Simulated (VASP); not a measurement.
A run of VASP 6.6.1:

Contents of INCAR:

```
ALGO = Normal ; EDIFF = 1E-7
EDIFFG = -0.05 ; ENCUT = 500
GGA = PE ; GGA_COMPAT = False
IBRION = 2 ; ISIF = 3
ISMEAR = 0 ; LASPH = True
LCHARG = False ; LREAL = False
LWAVE = False ; NELM = 120
NELMIN = 4 ; NSW = 80
PREC = Accurate ; SIGMA = 0.1
```

The input KPOINTS:

```
k-points
0
Gamma
  6 6 6
```

The input POSCAR:

```
InPd
1.0
    3.1074595177      0.0000000000      0.0000000000
    0.0000000000      3.1074595177      0.0000000000
    0.0000000000      0.0000000000      3.1074595177
In Pd
1 1
Direct
    0.5000000000      0.5000000000      0.5000000000
    0.0000000000      0.0000000000      0.0000000000
```

Potentials or basis: VASP PAW PBE potentials, release 64 (In_d, Pd).

Run with:

```console
$ cat potpaw_PBE.64/In_d/POTCAR potpaw_PBE.64/Pd/POTCAR > POTCAR
$ mpirun -np 1 vasp_std > vasp.out
```

Hardware: 1 thread of Intel(R) Xeon(R) 6975P-C (Granite Rapids), with other jobs on the host.

Task: How long does it take, and how much memory?

Result: Wall time 14 s on 1 thread of Intel(R) Xeon(R) 6975P-C (Granite Rapids), with other jobs on the host, peak memory 0.14 GiB. Counts: scf iterations 48, k points 20, ion steps 4.
